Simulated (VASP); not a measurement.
Runs of VASP 6.6.1 on FeNi3. The structure is that of space group Pm-3m (No. 221), or close to it. The cells are those of the table. 

```tsv
task	cell	k mesh	cutoff (eV)	gap on the mesh (eV)	pressure (GPa)	moment (μB)
single point	a = 3.343 Å, 4 atoms	12 × 12 × 12	520	none	38.7	4.56
single point	a = 3.545 Å, 4 atoms	6 × 6 × 6	520	none	-9.4	4.87
relaxation of cell and atoms	relaxed from a = 3.545 Å, 4 atoms	6 × 6 × 6	600	none	-0.1	4.86
single point	a = 3.488 Å, 4 atoms	6 × 6 × 6	520	none	(b)	4.86
single point	a = 3.381 Å, 4 atoms	12 × 12 × 12	520	none	26.4	(a)
```

Alike in all rows: level PBEsol; potentials or basis VASP PAW PBE potentials, release 64 (Fe, Ni); spin collinear, ferromagnetic start; smearing gaussian 0.1 eV.

Question: Estimate the missing entries.

Answer: (a) 4.63; (b) 0.4.

Caveats: the PAW data sets were made with another functional, which shifts forces and pressure a little.

A gap of «none» marks levels without a gap at the run's occupations.
